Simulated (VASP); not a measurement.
# MgO (P6_3/mmc) in VASP: notebook

The runs below take MgO through single point, with r2SCAN.

Program: VASP 6.6.1. These are calculated values, not measurements. Logs are shortened: lines on timing, memory, paths and dates and some standing lists are left out, and cuts for length are marked.

**1. The cell of the first run**

The structure is hexagonal, space group P6_3/mmc (No. 194). The conventional cell has a = 3.498 Å, b = 3.498 Å, c = 4.192 Å, α = 90.00°, β = 90.00°, γ = 120.00°. Mg (site symmetry -6m2) has 5 O at 2.02 to 2.10 Å within 2.7 Å. Within 2.7 Å of O (site symmetry -6m2) lie 5 Mg at 2.02 to 2.10 Å.

**2. Single point, r2SCAN**

POSCAR

```
MgO
1.0
    3.4979607363      0.0000000000      0.0000000000
   -1.7489803681      3.0293229441      0.0000000000
    0.0000000000      0.0000000000      4.1919216369
Mg O
2 2
Direct
    0.6666666667      0.3333333333      0.7500000000
    0.3333333333      0.6666666667      0.2500000000
    0.6666666667      0.3333333333      0.2500000000
    0.3333333333      0.6666666667      0.7500000000
```

INCAR.step1

```
  PREC = Accurate
  ENCUT = 520
  ISMEAR = 0
  SIGMA = 0.01
  LREAL = False
  LASPH = True
  NELM = 80
  NBANDS = 16
  GGA = PE
  ALGO = Normal
  EDIFF = 1E-4
  LWAVE = True
  LCHARG = False
```

INCAR.step2

```
  PREC = Accurate
  ENCUT = 520
  EDIFF = 1E-6
  ISMEAR = 0
  SIGMA = 0.01
  LREAL = False
  LASPH = True
  NELM = 80
  ALGO = Normal
  ISIF = 2
  LWAVE = False
  LCHARG = False
  METAGGA = R2SCAN
  LMIXTAU = True
  NBANDS = 16
  ISTART = 1
```

KPOINTS

```
Automatic mesh
0
Gamma
  6 6 6
```

Potentials or basis: VASP PAW PBE potentials, release 64 (Mg, O).

Run with:

```
cat potpaw_PBE.64/Mg/POTCAR potpaw_PBE.64/O/POTCAR > POTCAR
cp INCAR.step1 INCAR
mpirun -np 1 vasp_std > vasp.out
cp INCAR.step2 INCAR
mpirun -np 1 vasp_std > vasp.out
```

OUTCAR:

```text
PREC = Accurate
   ENCUT = 520
   EDIFF = 1E-6
   ISMEAR = 0
   LREAL = False
   LASPH = True
   NELM = 80
   ISIF = 2
   METAGGA = R2SCAN
   ISTART = 1

 ion  position               nearest neighbor table
   1  0.667  0.333  0.750-   4 2.02   4 2.02   4 2.02   3 2.10   3 2.10   2 2.91   2 2.91   2 2.91
                             2 2.91   2 2.91   2 2.91
   2  0.333  0.667  0.250-   3 2.02   3 2.02   3 2.02   4 2.10   4 2.10   1 2.91   1 2.91   1 2.91
                             1 2.91   1 2.91   1 2.91
   3  0.667  0.333  0.250-   2 2.02   2 2.02   2 2.02   1 2.10   1 2.10
   4  0.333  0.667  0.750-   1 2.02   1 2.02   1 2.02   2 2.10   2 2.10

  LATTYP: Found a hexagonal cell.
 ALAT       =     3.4979607363
 C/A-ratio  =     1.1983901344

  Lattice vectors:

 A1 = (   3.4979607363,   0.0000000000,   0.0000000000)
 A2 = (  -1.7489803681,   3.0293229441,   0.0000000000)
 A3 = (   0.0000000000,   0.0000000000,   4.1919216369)

Analysis of symmetry for initial positions (statically):
=====================================================================
 Subroutine PRICEL returns:
 Original cell was already a primitive cell.

 Routine SETGRP: Setting up the symmetry group for a
 hexagonal supercell.

 Subroutine GETGRP returns: Found 24 space group operations
 (whereof 12 operations were pure point group operations)
 out of a pool of 24 trial point group operations.

The static configuration has the point symmetry D_3d.
 The point group associated with its full space group is D_6h.

Analysis of symmetry for dynamics (positions and initial velocities):
=====================================================================
 Subroutine PRICEL returns:
 Original cell was already a primitive cell.

 Routine SETGRP: Setting up the symmetry group for a
 hexagonal supercell.

 Subroutine GETGRP returns: Found 24 space group operations
 (whereof 12 operations were pure point group operations)
 out of a pool of 24 trial point group operations.

The dynamic configuration has the point symmetry D_3d.
 The point group associated with its full space group is D_6h.

 Subroutine INISYM returns: Found 24 space group operations
 (whereof 12 operations are pure point group operations),
 and found     1 'primitive' translations

----------------------------------------------------------------------------------------

                                     Primitive cell

  volume of cell :      44.4195

  direct lattice vectors                    reciprocal lattice vectors
     3.497960736  0.000000000  0.000000000     0.285880853  0.165053383  0.000000000
    -1.748980368  3.029322944  0.000000000     0.000000000  0.330106766  0.000000000
     0.000000000  0.000000000  4.191921637     0.000000000  0.000000000  0.238554078

  length of vectors
     3.497960736  3.497960810  4.191921637     0.330106773  0.330106766  0.238554078

  position of ions in fractional coordinates (direct lattice)
     0.666666667  0.333333333  0.750000000
     0.333333333  0.666666667  0.250000000
     0.666666667  0.333333333  0.250000000
     0.333333333  0.666666667  0.750000000

  ion indices of the primitive-cell ions
   primitive index   ion index
                 1           1
                 2           2
                 3           3
                 4           4

----------------------------------------------------------------------------------------

 KPOINTS: Automatic mesh

Automatic generation of k-mesh.
 Grid dimensions read from file:
 generate k-points for:    6    6    6

 Generating k-lattice:

  Cartesian coordinates                     Fractional coordinates (reciprocal lattice)
     0.047646809  0.027508897  0.000000000     0.166666667  0.000000000  0.000000000
     0.000000000  0.055017794  0.000000000     0.000000000  0.166666667  0.000000000
     0.000000000  0.000000000  0.039759013     0.000000000  0.000000000  0.166666667

  Length of vectors
     0.055017795  0.055017794  0.039759013

  Shift w.r.t. Gamma in fractional coordinates (k-lattice)
     0.000000000  0.000000000  0.000000000

 Subroutine IBZKPT returns following result:
 ===========================================

 Found     28 irreducible k-points:

 Following reciprocal coordinates:
            Coordinates               Weight
  0.000000  0.000000  0.000000      1.000000
  0.166667  0.000000  0.000000      6.000000
  0.333333 -0.000000  0.000000      6.000000
  0.500000  0.000000  0.000000      3.000000
  0.166667  0.166667  0.000000      6.000000
  0.333333  0.166667  0.000000     12.000000
[... 16 lines left out ...]
  0.166667  0.000000  0.500000      6.000000
  0.333333 -0.000000  0.500000      6.000000
 [... further k-points ...]
   k-points           NKPTS =     28   k-points in BZ     NKDIM =     28   number of bands    NBANDS=     16
   number of dos      NEDOS =    301   number of ions     NIONS =      4
   total plane-waves  NPLWV =  25088
   dimension x,y,z NGX =    28 NGY =   28 NGZ =   32
   dimension x,y,z NGXF=    56 NGYF=   56 NGZF=   64
   ions per type =               2   2
   NGX,Y,Z   is equivalent  to a cutoff of  13.31, 13.31, 12.69 a.u.
   NGXF,Y,Z  is equivalent  to a cutoff of  26.61, 26.61, 25.38 a.u.
 SYSTEM =  unknown system
   PREC   = accura    normal or accurate (medium, high low for compatibility)
   ISTART =      1    job   : 0-new  1-cont  2-samecut
   ICHARG =      0    charge: 1-file 2-atom 10-const
   ISPIN  =      1    spin polarized calculation?
   LNONCOLLINEAR =      F non collinear calculations
   LSORBIT =      F    spin-orbit coupling
   LASPH  =      T    aspherical Exc in radial PAW
   ENCUT  =  520.0 eV  38.22 Ry    6.18 a.u.   6.50  6.50  7.79*2*pi/ulx,y,z
   NELM   =     80;   NELMIN=  2; NELMDL=  0     # of ELM steps
   EDIFF  = 0.1E-05   stopping-criterion for ELM
   LREAL  =      F    real-space projection
   EDIFFG = 0.1E-04   stopping-criterion for IOM
   NSW    =      0    number of steps for IOM
   IBRION =     -1    ionic relax: 0-MD 1-quasi-New 2-CG
   NFREE  =      0    steps in history (QN), initial steepest desc. (CG)
   ISIF   =      2    stress and relaxation
   ISYM   =      2    0-nonsym 1-usesym 2-fastsym
   POTIM  = 0.5000    time-step for ionic-motion
   TEBEG  =    0.0;   TEEND  =   0.0 temperature during run
   PSTRESS=    0.0 pullay stress
   NELECT =      16.0000    total number of electrons
   NUPDOWN=      -1.0000    fix difference up-down
   EMIN   =  10.00;   EMAX   =-10.00  energy-range for DOS
   EFERMI =   0.00;   METHOD = LEGACY
   ISMEAR =     0;   SIGMA  =   0.01  broadening in eV -4-tet -1-fermi 0-gaus
   EFERMI_NEDOS =   21; number of points for ismear=-14 and -15
   IALGO  =     38    algorithm
   IMIX   =      4    mixing-type and parameters
     AMIX     =   0.40;   BMIX     =  1.00
     AMIX_MAG =   1.60;   BMIX_MAG =  1.00
  volume/ion in A,a.u.               =      11.10        74.94
  Fermi-wavevector in a.u.,A,eV,Ry     =   1.164815  2.201181 18.460301  1.356794
  Thomas-Fermi vector in A             =   2.301348
   LORBIT       =      0    0 simple, 1 ext, 2 COOP (PROOUT), +10 PAW based schemes
   METAGGA = R2SCAN    functional components
   LHFCALC =     F    Hartree Fock is set to
   AEXX    =    0.0000 exact exchange contribution
   IVDW    =     0    specifies the selected vdW correction
   LEPSILON=     F    determine dielectric tensor
   LRPA    =     F    only Hartree local field effects (RPA)
 non-spin polarized calculation
 Gauss-broadening in eV      SIGMA  =   0.01
  energy-cutoff  :      520.00
  volume of cell :       44.42
 maximum number of plane-waves:      1228
 NGX is ok and might be reduce to    28
   NGX = 13   NGY = 13   NGZ = 15

 number of electron      15.9999996 magnetization

 Free energy of the ion-electron system (eV)
  ---------------------------------------------------
  ext. energy  EPLUGINS =         0.00000000
  ---------------------------------------------------
  free energy    TOTEN  =       -32.06661720 eV

  energy without entropy =      -32.06661720  energy(sigma->0) =      -32.06661720

 E-fermi :   1.5806     XC(G=0): -10.5152

 val. band max:        1.5303606031   @ k =   0.0000   0.0000   0.0000
 cond. band min:       5.5617663982   @ k =   0.0000   0.0000   0.0000
 fundamental gap:      4.0314057951
 Fermi energy:         1.5805559009

 k-point     1 :       0.0000    0.0000    0.0000
  band No.  band energies     occupation
      1     -16.3170      2.00000
      2     -14.9739      2.00000
      3      -2.1080      2.00000
      4      -0.2179      2.00000
      5      -0.2179      2.00000
      6       0.7127      2.00000
[... 8 lines left out ...]
     15      18.1824      0.00000
     16      18.2321      0.00000

 k-point     2 :       0.1667    0.0000    0.0000
  band No.  band energies     occupation
      1     -16.1896      2.00000
      2     -14.9994      2.00000
      3      -1.8941      2.00000
      4      -0.6480      2.00000
      5      -0.4108      2.00000
      6       0.2123      2.00000
[... 8 lines left out ...]
     15      17.1555      0.00000
     16      17.3681      0.00000

 k-point     3 :       0.3333   -0.0000    0.0000
  band No.  band energies     occupation
      1     -15.8801      2.00000
      2     -15.1012      2.00000
      3      -1.5793      2.00000
      4      -1.3266      2.00000
      5      -0.7041      2.00000
      6      -0.2540      2.00000
[... 8 lines left out ...]
     15      16.5809      0.00000
     16      17.2501      0.00000

 k-point     4 :       0.5000    0.0000    0.0000
  band No.  band energies     occupation
      1     -15.6519      2.00000
      2     -15.2237      2.00000
      3      -2.0010      2.00000
      4      -0.8406      2.00000
      5      -0.8267      2.00000
      6      -0.4097      2.00000
[... 8 lines left out ...]
     15      17.1990      0.00000
     16      17.3781      0.00000
[... 324 lines left out ...]
 k-point    22 :       0.0000    0.0000    0.5000
  band No.  band energies     occupation
      1     -15.6454      2.00000
      2     -15.6454      2.00000
      3      -0.8646      2.00000
      4      -0.8646      2.00000
      5       0.2292      2.00000
      6       0.2292      2.00000
[... 8 lines left out ...]
     15      18.4059      0.00000
     16      18.4059      0.00000

 k-point    23 :       0.1667    0.0000    0.5000
  band No.  band energies     occupation
      1     -15.5805      2.00000
      2     -15.5805      2.00000
      3      -1.3525      2.00000
      4      -1.3525      2.00000
      5       0.1662      2.00000
      6       0.1662      2.00000
[... 8 lines left out ...]
     15      18.1183      0.00000
     16      18.1183      0.00000

 k-point    24 :       0.3333   -0.0000    0.5000
  band No.  band energies     occupation
      1     -15.4477      2.00000
      2     -15.4477      2.00000
      3      -2.0339      2.00000
      4      -2.0339      2.00000
      5       0.0447      2.00000
      6       0.0447      2.00000
[... 8 lines left out ...]
     15      17.4350      0.00000
     16      17.4350      0.00000

 [... further k-points ...]
[... 5 lines left out ...]
  --------------------------------------------------------------------------------------
  -------------------------------------------------------------------------------------
  Total       -0.5713788     -0.5713788     -0.5569439     -0.0000000      0.0000000      0.0000000
  in kB      -20.6091951    -20.6091962    -20.0885412     -0.0000000      0.0000000      0.0000000
  external PRESSURE =     -20.4356442 kB  Pullay stress =       0.0000000 kB

 VOLUME and BASIS-vectors are now :
 -----------------------------------------------------------------------------
  energy-cutoff  :      520.00
  volume of cell :       44.42
      direct lattice vectors                 reciprocal lattice vectors
     3.497960736  0.000000000  0.000000000     0.285880853  0.165053383  0.000000000
    -1.748980368  3.029322944  0.000000000     0.000000000  0.330106766  0.000000000
     0.000000000  0.000000000  4.191921637     0.000000000  0.000000000  0.238554078

 POSITION                                       TOTAL-FORCE (eV/Angst)
 -----------------------------------------------------------------------------------
      1.74898      1.00977      3.14394        -0.000000     -0.000000      0.000000
     -0.00000      2.01955      1.04798         0.000000      0.000000      0.000000
      1.74898      1.00977      1.04798         0.000000     -0.000000      0.000000
     -0.00000      2.01955      3.14394        -0.000000      0.000000      0.000000
 -----------------------------------------------------------------------------------
    total drift:                                0.000000     -0.000000      0.000000

  FREE ENERGIE OF THE ION-ELECTRON SYSTEM (eV)
  ---------------------------------------------------
  free  energy   TOTEN  =       -32.0666171978 eV

  energy  without entropy=      -32.0666171978  energy(sigma->0) =      -32.06661720
```

It took 1.8 min on 1 thread of AMD EPYC 7R43 (Zen 3), shared host; peak memory 0.14 GiB.

Results:

- Free energy: -32.0666 eV
- Pressure: -2.0 GPa
- Band gap on the k mesh: 4.03 eV, direct

Caveat: the PAW data sets were made with another functional, which shifts forces and pressure a little. r2SCAN opens gaps a little over a GGA but as a rule still falls short of measured ones.

[end of part 1 of 2]
